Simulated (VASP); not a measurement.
## BeS: single point with r2SCAN

BeS:

```
S Be
1.0
     0.00000    2.42500    2.42500
     2.42500    0.00000    2.42500
     2.42500    2.42500    0.00000
S Be
1 1
Direct
  0.75000 0.75000 0.75000
  0.00000 0.00000 0.00000
```

| Quantity | Value |
| --- | --- |
| Program | VASP 6.6.1 |
| Task | single point |
| Functional | r2SCAN |
| Potentials or basis | VASP PAW PBE potentials, release 64 (S, Be) |
| Cutoff | 520 eV |
| k mesh | 9 × 9 × 9 |
| Occupations | fermi-dirac, width 0.05 eV |
| Spin | no spin polarisation |
| Dipole correction | no |
| Further INCAR settings | ALGO = Normal; EDIFF = 1e-06; NBANDS = 11 |

| Item | Value |
| --- | --- |
| Pressure | 1.4 GPa |
| Band gap on the k mesh | 3.67 eV, indirect (least direct gap 6.26 eV) |

Levels at points of the mesh, in eV from the valence-band top:
```
           k point  band 1  band 2  band 3  band 4  band 5  band 6  band 7  band 8
(0.00, 0.00, 0.00)  -14.30    0.00    0.00    0.00    6.26    6.26    6.26    6.69
```

Run time: 40 s on 1 thread of Intel Xeon 6975P-C, on a shared host, peak memory 0.16 GiB.

Caveat: the PAW data sets were made with another functional, which shifts forces and pressure a little. r2SCAN opens gaps a little over a GGA but as a rule still falls short of measured ones.
